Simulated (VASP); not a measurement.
# W (P4/nmm) in VASP: single point with PBEsol

Aim: the single point of W with PBEsol.

All numbers are computed with VASP 6.6.1; they aren't measurements. Logs are shortened: lines on timing, memory, paths and dates and some standing lists are left out, and cuts for length are marked.

## (1) The cell of the first run

The structure is tetragonal, space group P4/nmm (No. 129). Conventional cell: a = 2.827 Å, b = 2.827 Å, c = 3.998 Å, α = 90.00°, β = 90.00°, γ = 90.00°. Within 3.7 Å of W (site symmetry 4mm) lie 12 W at 2.77 to 2.88 Å.

## (2) Single point, PBEsol (atoms displaced along a vibrational mode)

INCAR reads:

```
PREC = Accurate
ENCUT = 520
EDIFF = 1E-6
ISMEAR = 0
SIGMA = 0.15
LREAL = F
LASPH = T
NELM = 60
ALGO = Fast
ISIF = 2
LWAVE = F
LCHARG = F
GGA = PS
NBANDS = 21
```

KPOINTS reads:

```
regular mesh
0
Gamma
  22 22 16
```

POSCAR reads:

```
W
1.0
    0.0000000000     -1.9989957669     -1.9989957669
    0.0000000000      1.9989957669     -1.9989957669
    3.9979915338      0.0000000000      0.0000000000
W
2
Direct
    0.5000000000      0.5000000000      0.5093797097
    0.0000000000      0.0000000000     -0.0093797097
```

Potentials or basis: VASP PAW PBE potentials, release 64 (W_sv).

Started as:

```sh
> cat potpaw_PBE.64/W_sv/POTCAR > POTCAR
> mpirun -np 1 vasp_std > vasp.out
```

OUTCAR:

```text
PREC = Accurate
   ENCUT = 520
   EDIFF = 1E-6
   ISMEAR = 0
   LREAL = F
   LASPH = T
   NELM = 60
   ISIF = 2
   GGA = PS

 ion  position               nearest neighbor table
   1  0.500  0.500  0.509-   2 2.77   2 2.77   2 2.77   2 2.77   2 2.88   2 2.88   2 2.88   2 2.88

   2  0.000  0.000  0.991-   1 2.77   1 2.77   1 2.77   1 2.77   1 2.88   1 2.88   1 2.88   1 2.88

  LATTYP: Found a simple tetragonal cell.
 ALAT       =     2.8270069247
 C/A-ratio  =     1.4142135624

  Lattice vectors:

 A1 = (   0.0000000000,  -1.9989957669,  -1.9989957669)
 A2 = (   0.0000000000,   1.9989957669,  -1.9989957669)
 A3 = (   3.9979915338,   0.0000000000,   0.0000000000)

Analysis of symmetry for initial positions (statically):
=====================================================================
 Subroutine PRICEL returns:
 Original cell was already a primitive cell.

 Routine SETGRP: Setting up the symmetry group for a
 simple tetragonal supercell.

 Subroutine GETGRP returns: Found 16 space group operations
 (whereof  8 operations were pure point group operations)
 out of a pool of 16 trial point group operations.

The static configuration has the point symmetry C_4v.
 The point group associated with its full space group is D_4h.

Analysis of symmetry for dynamics (positions and initial velocities):
=====================================================================
 Subroutine PRICEL returns:
 Original cell was already a primitive cell.

 Routine SETGRP: Setting up the symmetry group for a
 simple tetragonal supercell.

 Subroutine GETGRP returns: Found 16 space group operations
 (whereof  8 operations were pure point group operations)
 out of a pool of 16 trial point group operations.

The dynamic configuration has the point symmetry C_4v.
 The point group associated with its full space group is D_4h.

 Subroutine INISYM returns: Found 16 space group operations
 (whereof  8 operations are pure point group operations),
 and found     1 'primitive' translations

----------------------------------------------------------------------------------------

                                     Primitive cell

  volume of cell :      31.9518

[... 77 lines left out ...]
   NGXF,Y,Z  is equivalent  to a cutoff of  28.23, 28.23, 24.95 a.u.
 SYSTEM =  unknown system
   PREC   = accura    normal or accurate (medium, high low for compatibility)
   ISTART =      0    job   : 0-new  1-cont  2-samecut
   ICHARG =      2    charge: 1-file 2-atom 10-const
   ISPIN  =      1    spin polarized calculation?
   LNONCOLLINEAR =      F non collinear calculations
   LSORBIT =      F    spin-orbit coupling
   LASPH  =      T    aspherical Exc in radial PAW
   ENCUT  =  520.0 eV  38.22 Ry    6.18 a.u.   5.26  5.26  7.43*2*pi/ulx,y,z
   NELM   =     60;   NELMIN=  2; NELMDL= -5     # of ELM steps
   EDIFF  = 0.1E-05   stopping-criterion for ELM
   LREAL  =      F    real-space projection
   EDIFFG = 0.1E-04   stopping-criterion for IOM
   NSW    =      0    number of steps for IOM
   IBRION =     -1    ionic relax: 0-MD 1-quasi-New 2-CG
   NFREE  =      0    steps in history (QN), initial steepest desc. (CG)
   ISIF   =      2    stress and relaxation
   ISYM   =      2    0-nonsym 1-usesym 2-fastsym
   POTIM  = 0.5000    time-step for ionic-motion
   TEBEG  =    0.0;   TEEND  =   0.0 temperature during run
   PSTRESS=    0.0 pullay stress
   NELECT =      28.0000    total number of electrons
   NUPDOWN=      -1.0000    fix difference up-down
   EMIN   =  10.00;   EMAX   =-10.00  energy-range for DOS
   EFERMI =   0.00;   METHOD = LEGACY
   ISMEAR =     0;   SIGMA  =   0.15  broadening in eV -4-tet -1-fermi 0-gaus
   EFERMI_NEDOS =   21; number of points for ismear=-14 and -15
   IALGO  =     68    algorithm
   IMIX   =      4    mixing-type and parameters
     AMIX     =   0.40;   BMIX     =  1.00
     AMIX_MAG =   1.60;   BMIX_MAG =  1.00
  volume/ion in A,a.u.               =      15.98       107.81
  Fermi-wavevector in a.u.,A,eV,Ry     =   1.566615  2.960473 33.392545  2.454283
  Thomas-Fermi vector in A             =   2.668917
   LORBIT       =      0    0 simple, 1 ext, 2 COOP (PROOUT), +10 PAW based schemes
   GGA     = PS    functional components
   LHFCALC =     F    Hartree Fock is set to
   AEXX    =    0.0000 exact exchange contribution
   IVDW    =     0    specifies the selected vdW correction
   LEPSILON=     F    determine dielectric tensor
   LRPA    =     F    only Hartree local field effects (RPA)
 non-spin polarized calculation
 RMM-DIIS sequential band-by-band and
 Gauss-broadening in eV      SIGMA  =   0.15
  energy-cutoff  :      520.00
  volume of cell :       31.95
 maximum number of plane-waves:       888
 NGX is ok and might be reduce to    24
   NGX = 11   NGY = 11   NGZ = 15

 number of electron      28.0000008 magnetization

 Free energy of the ion-electron system (eV)
  ---------------------------------------------------
  ext. energy  EPLUGINS =         0.00000000
  ---------------------------------------------------
  free energy    TOTEN  =       -26.58792995 eV

  energy without entropy =      -26.56043416  energy(sigma->0) =      -26.57418206

 E-fermi :  10.6999     XC(G=0): -13.7035

 val. band max:       10.6993785587   @ k =   0.2727   0.0000   0.0625
 cond. band min:      10.7016439796   @ k =   0.0909   0.0909   0.3125
 fundamental gap:      0.0022654208
 Fermi energy:        10.6998860713

 k-point     1 :       0.0000    0.0000    0.0000
  band No.  band energies     occupation
      1     -62.8871      2.00000
      2     -62.7225      2.00000
      3     -27.6610      2.00000
      4     -26.9387      2.00000
      5     -26.9387      2.00000
      6     -26.4753      2.00000
[... 565 lines left out ...]
     20      18.3359      0.00000
     21      21.7041      0.00000

 [... further k-points ...]
[... 5 lines left out ...]
  --------------------------------------------------------------------------------------
  -------------------------------------------------------------------------------------
  Total       -0.1066483      0.4936611      0.4936611      0.0000000      0.0000000      0.0000000
  in kB       -5.3477239     24.7539146     24.7539146      0.0000000      0.0000000      0.0000000
  external PRESSURE =      14.7200351 kB  Pullay stress =       0.0000000 kB

 VOLUME and BASIS-vectors are now :
 -----------------------------------------------------------------------------
  energy-cutoff  :      520.00
  volume of cell :       31.95
      direct lattice vectors                 reciprocal lattice vectors
     0.000000000 -1.998995767 -1.998995767     0.000000000 -0.250125592 -0.250125592
     0.000000000  1.998995767 -1.998995767     0.000000000  0.250125592 -0.250125592
     3.997991534  0.000000000  0.000000000     0.250125592  0.000000000  0.000000000

 POSITION                                       TOTAL-FORCE (eV/Angst)
 -----------------------------------------------------------------------------------
      2.03650      0.00000     -1.99900        -1.182440      0.000000      0.000000
      3.96049      0.00000      0.00000         1.182440     -0.000000     -0.000000
 -----------------------------------------------------------------------------------
    total drift:                               -0.000000      0.000000     -0.000000

  FREE ENERGIE OF THE ION-ELECTRON SYSTEM (eV)
  ---------------------------------------------------
  free  energy   TOTEN  =       -26.5879299542 eV

  energy  without entropy=      -26.5604341572  energy(sigma->0) =      -26.57418206
```

OSZICAR:

```text
N       E                     dE             d eps       ncg     rms          rms(c)
DAV:   1     0.267675013736E+03    0.26768E+03   -0.15788E+04 29588   0.155E+03
DAV:   2    -0.190056842589E+02   -0.28668E+03   -0.27937E+03 31905   0.457E+02
DAV:   3    -0.278254614870E+02   -0.88198E+01   -0.86216E+01 33824   0.785E+01
DAV:   4    -0.279132875744E+02   -0.87826E-01   -0.87580E-01 32014   0.820E+00
DAV:   5    -0.279141442282E+02   -0.85665E-03   -0.85664E-03 33726   0.851E-01    0.293E+01
RMM:   6    -0.268592880969E+02    0.10549E+01   -0.11940E+00 30666   0.838E+00    0.121E+01
RMM:   7    -0.265941873971E+02    0.26510E+00   -0.88728E-01 32405   0.686E+00    0.906E-01
RMM:   8    -0.265877981092E+02    0.63893E-02   -0.36928E-02 36529   0.155E+00    0.379E-01
RMM:   9    -0.265878436234E+02   -0.45514E-04   -0.72893E-03 35958   0.716E-01    0.574E-02
RMM:  10    -0.265879181631E+02   -0.74540E-04   -0.86363E-04 39400   0.285E-01    0.185E-02
RMM:  11    -0.265879284411E+02   -0.10278E-04   -0.19480E-04 38153   0.133E-01    0.122E-02
RMM:  12    -0.265879294441E+02   -0.10031E-05   -0.34422E-05 35351   0.562E-02    0.721E-03
RMM:  13    -0.265879298394E+02   -0.39528E-06   -0.10714E-05 30843   0.300E-02    0.204E-03
RMM:  14    -0.265879299542E+02   -0.11474E-06   -0.11106E-06 22836   0.856E-03
   1 F= -.26587930E+02 E0= -.26574182E+02  d E =-.274958E-01
```

Run time: 3.7 min. Hardware: 1 thread of AMD EPYC 9R45 (Zen 5), shared host; peak memory 0.42 GiB.

Results:

| Quantity | Value |
| --- | --- |
| Free energy | -26.5879 eV |
| Pressure | 1.5 GPa |
| Largest force | 1.182 eV/Å |
| Band gap on the k mesh | zero (bands 14 and 15 overlap by 3.67 eV) |

Forces in eV/Å, atoms in the order of the input:
```
W   -1.182  0.000  0.000
W    1.182  0.000  0.000
```

Caveat: the cell differs from its parent crystal (atoms displaced along a vibrational mode); the PAW data sets were made with another functional, which shifts forces and pressure a little; spin-orbit coupling is left out, which moves the levels of the heavy elements.
